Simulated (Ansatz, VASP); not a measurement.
## Two plane-wave programs on Ta

```
Ta
1.0
    -1.70562    1.70562    1.70562
     1.70562   -1.70562    1.70562
     1.70562    1.70562   -1.70562
Ta
1
Direct
  0.00000 0.00000 0.00000
```

Alike in both runs: task single point; functional r2SCAN; k mesh 18 × 18 × 18; occupations gaussian, width 0.1 eV; no spin polarisation.

```csv
,VASP,Ansatz
version,VASP 6.6.1,Ansatz 0.2.0
potentials or method,"VASP PAW PBE potentials, release 64 (Ta_pv), cutoff 550 eV","scalar-relativistic, plane waves, PAW"
valence electrons in the cell,11,13
```

```tsv
	VASP	Ansatz	Ansatz less VASP
gap on the k mesh at the Fermi level (eV)	none	none	-
pressure (GPa)	-15.7	-16.1	-0.39
```

VASP's potentials were made for PBE, not for r2SCAN. A gap of «none» marks a metal or a gap that the smearing closes. The functional is the same, so the differences come from potentials, cutoffs and numerics. VASP's potentials hold 11 valence electrons a cell and Ansatz's 13, so a difference there can come from the potentials and not from the codes.

Spin-orbit coupling is off throughout.
